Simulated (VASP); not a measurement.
# MgO (P6_3/mmc) in VASP: single point with LDA

Aim: the single point of MgO with LDA.

Everything below comes from runs of VASP 6.6.1. Logs are shortened: lines on timing, memory, paths and dates and some standing lists are left out, and cuts for length are marked.

**1. The cell of the first run**

It takes space group P6_3/mmc (No. 194, hexagonal). The conventional cell has a = 3.521 Å, b = 3.521 Å, c = 4.237 Å, α = 90.00°, β = 90.00°, γ = 120.00°. Mg (site symmetry -6m2) has 5 O at 2.03 to 2.12 Å within 2.7 Å. Within 2.7 Å of O (site symmetry -6m2) lie 5 Mg at 2.03 to 2.12 Å.

**2. Single point, LDA**

File POSCAR:

```
MgO
1.0
    3.5209243497      0.0000000000      0.0000000000
   -1.7604621748      3.0492099316      0.0000000000
    0.0000000000      0.0000000000      4.2373703186
Mg O
2 2
Direct
    0.6666666667      0.3333333333      0.7500000000
    0.3333333333      0.6666666667      0.2500000000
    0.6666666667      0.3333333333      0.2500000000
    0.3333333333      0.6666666667      0.7500000000
```

File INCAR.step1:

```
PREC = Accurate
ENCUT = 620
EDIFF = 1E-6
ISMEAR = 0
SIGMA = 0.02
LREAL = F
LASPH = T
NELM = 120
ALGO = Normal
ISIF = 2
LWAVE = F
LCHARG = T
NBANDS = 24
GGA_COMPAT = F
NEDOS = 2001
LORBIT = 11
```

File KPOINTS.step1:

```
regular mesh
0
Gamma
  9 9 6
```

File INCAR.step2:

```
PREC = Accurate
ENCUT = 620
EDIFF = 1E-6
ISMEAR = -5
SIGMA = 0.02
LREAL = F
LASPH = T
NELM = 120
ALGO = Normal
ISIF = 2
LWAVE = F
LCHARG = F
LORBIT = 10
NEDOS = 1001
ICHARG = 11
GGA_COMPAT = F
```

File KPOINTS.step2:

```
regular mesh
0
Gamma
  14 14 9
```

Potentials or basis: VASP PAW LDA potentials, release 64 (Mg_sv, O).

Run with:

```sh
$ cat potpaw_LDA.64/Mg_sv/POTCAR potpaw_LDA.64/O/POTCAR > POTCAR
$ cp INCAR.step1 INCAR
$ cp KPOINTS.step1 KPOINTS
$ mpirun -np 1 vasp_std > vasp.out
$ cp INCAR.step2 INCAR
$ cp KPOINTS.step2 KPOINTS
$ mpirun -np 1 vasp_std > vasp.out
```

OUTCAR:

```text
PREC = Accurate
   ENCUT = 620
   EDIFF = 1E-6
   ISMEAR = -5
   LREAL = F
   LASPH = T
   NELM = 120
   ISIF = 2
   LORBIT = 10
   ICHARG = 11

 ion  position               nearest neighbor table
   1  0.667  0.333  0.750-   4 2.03   4 2.03   4 2.03   3 2.12   3 2.12
   2  0.333  0.667  0.250-   3 2.03   3 2.03   3 2.03   4 2.12   4 2.12
   3  0.667  0.333  0.250-   2 2.03   2 2.03   2 2.03   1 2.12   1 2.12
   4  0.333  0.667  0.750-   1 2.03   1 2.03   1 2.03   2 2.12   2 2.12

  LATTYP: Found a hexagonal cell.
 ALAT       =     3.5209243497
 C/A-ratio  =     1.2034823523

  Lattice vectors:

 A1 = (   3.5209243497,   0.0000000000,   0.0000000000)
 A2 = (  -1.7604621748,   3.0492099316,   0.0000000000)
 A3 = (   0.0000000000,   0.0000000000,   4.2373703186)

Analysis of symmetry for initial positions (statically):
=====================================================================
 Subroutine PRICEL returns:
 Original cell was already a primitive cell.

 Routine SETGRP: Setting up the symmetry group for a
 hexagonal supercell.

 Subroutine GETGRP returns: Found 24 space group operations
 (whereof 12 operations were pure point group operations)
 out of a pool of 24 trial point group operations.

The static configuration has the point symmetry D_3d.
 The point group associated with its full space group is D_6h.

Analysis of symmetry for dynamics (positions and initial velocities):
=====================================================================
 Subroutine PRICEL returns:
 Original cell was already a primitive cell.

 Routine SETGRP: Setting up the symmetry group for a
 hexagonal supercell.

 Subroutine GETGRP returns: Found 24 space group operations
 (whereof 12 operations were pure point group operations)
 out of a pool of 24 trial point group operations.

The dynamic configuration has the point symmetry D_3d.
 The point group associated with its full space group is D_6h.

 Subroutine INISYM returns: Found 24 space group operations
 (whereof 12 operations are pure point group operations),
 and found     1 'primitive' translations

----------------------------------------------------------------------------------------

                                     Primitive cell

  volume of cell :      45.4926

  direct lattice vectors                    reciprocal lattice vectors
     3.520924350  0.000000000  0.000000000     0.284016327  0.163976903  0.000000000
    -1.760462175  3.049209932  0.000000000     0.000000000  0.327953805  0.000000000
[... 97 lines left out ...]
   ISIF   =      2    stress and relaxation
   ISYM   =      2    0-nonsym 1-usesym 2-fastsym
   POTIM  = 0.5000    time-step for ionic-motion
   TEBEG  =    0.0;   TEEND  =   0.0 temperature during run
   PSTRESS=    0.0 pullay stress
   NELECT =      32.0000    total number of electrons
   NUPDOWN=      -1.0000    fix difference up-down
   EMIN   =  10.00;   EMAX   =-10.00  energy-range for DOS
   EFERMI =   0.00;   METHOD = LEGACY
   ISMEAR =    -5;   SIGMA  =   0.02  broadening in eV -4-tet -1-fermi 0-gaus
   EFERMI_NEDOS =   21; number of points for ismear=-14 and -15
   IALGO  =     38    algorithm
   IMIX   =      4    mixing-type and parameters
     AMIX     =   0.40;   BMIX     =  1.00
     AMIX_MAG =   1.60;   BMIX_MAG =  1.00
  volume/ion in A,a.u.               =      11.37        76.75
  Fermi-wavevector in a.u.,A,eV,Ry     =   1.455944  2.751335 28.841262  2.119773
  Thomas-Fermi vector in A             =   2.572920
   LORBIT       =     10    0 simple, 1 ext, 2 COOP (PROOUT), +10 PAW based schemes
   GGA     = CA    functional components
   LHFCALC =     F    Hartree Fock is set to
   AEXX    =    0.0000 exact exchange contribution
   IVDW    =     0    specifies the selected vdW correction
   LEPSILON=     F    determine dielectric tensor
   LRPA    =     F    only Hartree local field effects (RPA)
 non-spin polarized calculation
 Fermi weights with tetrahedron method with Bloechl corrections
  energy-cutoff  :      620.00
  volume of cell :       45.49
 maximum number of plane-waves:      1616
 NGX is ok and might be reduce to    30

 number of electron      32.0000033 magnetization

 Free energy of the ion-electron system (eV)
  ---------------------------------------------------
  ext. energy  EPLUGINS =         0.00000000
  ---------------------------------------------------
  free energy    TOTEN  =       -26.11397892 eV

  energy without entropy =      -26.11397892  energy(sigma->0) =      -26.11397892

 E-fermi :   1.2487     XC(G=0): -10.7303

 val. band max:        1.2247068736   @ k =   0.0000   0.0000   0.0000
 cond. band min:       4.3953757360   @ k =   0.0000   0.0000   0.0000
 fundamental gap:      3.1706688625
 Fermi energy:         1.2486988201

 k-point     1 :       0.0000    0.0000    0.0000
  band No.  band energies     occupation
      1     -70.1939      2.00000
      2     -70.1822      2.00000
      3     -37.7261      2.00000
      4     -37.7064      2.00000
      5     -37.7064      2.00000
      6     -37.6815      2.00000
[... 541 lines left out ...]
     19      11.1655      0.00000
     20      11.8363      0.00000

 [... further k-points ...]
[... 5 lines left out ...]
  --------------------------------------------------------------------------------------
  -------------------------------------------------------------------------------------
  Total       -2.1358777     -2.1358777     -2.4526513     -0.0000000     -0.0000000      0.0000000
  in kB      -75.2222848    -75.2222848    -86.3785571     -0.0000000     -0.0000000      0.0000000
  external PRESSURE =     -78.9410422 kB  Pullay stress =       0.0000000 kB

 VOLUME and BASIS-vectors are now :
 -----------------------------------------------------------------------------
  energy-cutoff  :      620.00
  volume of cell :       45.49
      direct lattice vectors                 reciprocal lattice vectors
     3.520924350  0.000000000  0.000000000     0.284016327  0.163976903  0.000000000
    -1.760462175  3.049209932  0.000000000     0.000000000  0.327953805  0.000000000
     0.000000000  0.000000000  4.237370319     0.000000000  0.000000000  0.235995423

 POSITION                                       TOTAL-FORCE (eV/Angst)
 -----------------------------------------------------------------------------------
      1.76046      1.01640      3.17803         0.000000     -0.000000      0.000000
     -0.00000      2.03281      1.05934        -0.000000      0.000000      0.000000
      1.76046      1.01640      1.05934         0.000000     -0.000000      0.000000
     -0.00000      2.03281      3.17803        -0.000000      0.000000      0.000000
 -----------------------------------------------------------------------------------
    total drift:                               -0.000000      0.000000     -0.000000

  FREE ENERGIE OF THE ION-ELECTRON SYSTEM (eV)
  ---------------------------------------------------
  free  energy   TOTEN  =       -26.1139789225 eV

  energy  without entropy=      -26.1139789225  energy(sigma->0) =      -26.11397892

 total charge

# of ion       s       p       d       tot
------------------------------------------
    1        2.077   6.009   0.040   8.127
    2        2.077   6.009   0.040   8.127
    3        1.528   3.520   0.000   5.049
    4        1.528   3.520   0.000   5.049
--------------------------------------------------
tot          7.211  19.059   0.080  26.351
```

OUTCAR.step1:

```text
PREC = Accurate
   ENCUT = 620
   EDIFF = 1E-6
   ISMEAR = 0
   LREAL = F
   LASPH = T
   NELM = 120
   ISIF = 2
   LORBIT = 11
[... 881 lines left out ...]
    total drift:                               -0.000000      0.000000     -0.000000

  FREE ENERGIE OF THE ION-ELECTRON SYSTEM (eV)
  ---------------------------------------------------
  free  energy   TOTEN  =       -26.1139839438 eV

  energy  without entropy=      -26.1139839438  energy(sigma->0) =      -26.11398394

 total charge

# of ion       s       p       d       tot
------------------------------------------
    1        2.077   6.009   0.040   8.127
    2        2.077   6.009   0.040   8.127
    3        1.528   3.520   0.000   5.049
    4        1.528   3.520   0.000   5.049
--------------------------------------------------
tot          7.211  19.059   0.080  26.351
```

OSZICAR.step1:

```text
N       E                     dE             d eps       ncg     rms          rms(c)
DAV:   1     0.364171335594E+03    0.36417E+03   -0.22698E+04  2392   0.173E+03
DAV:   2     0.473857515882E+01   -0.35943E+03   -0.34546E+03  2680   0.512E+02
DAV:   3    -0.275112962632E+02   -0.32250E+02   -0.31656E+02  3832   0.118E+02
DAV:   4    -0.300435766336E+02   -0.25323E+01   -0.25266E+01  2432   0.316E+01
DAV:   5    -0.301410297226E+02   -0.97453E-01   -0.97445E-01  2736   0.491E+00    0.127E+01
DAV:   6    -0.262924838424E+02    0.38485E+01   -0.10116E+01  2536   0.203E+01    0.435E+00
DAV:   7    -0.261894057947E+02    0.10308E+00   -0.43706E-01  2696   0.465E+00    0.246E+00
DAV:   8    -0.261166569493E+02    0.72749E-01   -0.13409E-01  2680   0.283E+00    0.457E-01
DAV:   9    -0.261137403728E+02    0.29166E-02   -0.10458E-02  3152   0.682E-01    0.121E-01
DAV:  10    -0.261139970199E+02   -0.25665E-03   -0.78685E-04  2552   0.175E-01    0.287E-02
DAV:  11    -0.261139870410E+02    0.99789E-05   -0.22665E-05  2480   0.341E-02    0.178E-02
DAV:  12    -0.261139839174E+02    0.31236E-05   -0.77418E-06  2320   0.288E-02    0.221E-03
DAV:  13    -0.261139839438E+02   -0.26435E-07   -0.56563E-07  1472   0.628E-03
   1 F= -.26113984E+02 E0= -.26113984E+02  d E =-.122700E-13
```

It took 1.7 min on 1 thread of AMD EPYC 7R13 (Zen 3), shared host; peak memory 0.2 GiB.

Results:

- Valence electrons inside the program's atomic spheres: Mg 8.13; O 5.05

Levels at points of the mesh, in eV from the valence-band top:
| k point | band 12 | band 13 | band 14 | band 15 | band 16 | band 17 | band 18 | band 19 | band 20 |
| --- | --- | --- | --- | --- | --- | --- | --- | --- | --- |
| (0.00, 0.00, 0.00) | -1.69 | -1.69 | -0.78 | -0.78 | 0.00 | 3.17 | 8.98 | 11.76 | 12.06 |
| (0.50, 0.00, 0.00) | -2.32 | -2.28 | -1.96 | -1.27 | -0.52 | 6.73 | 8.59 | 9.53 | 11.50 |
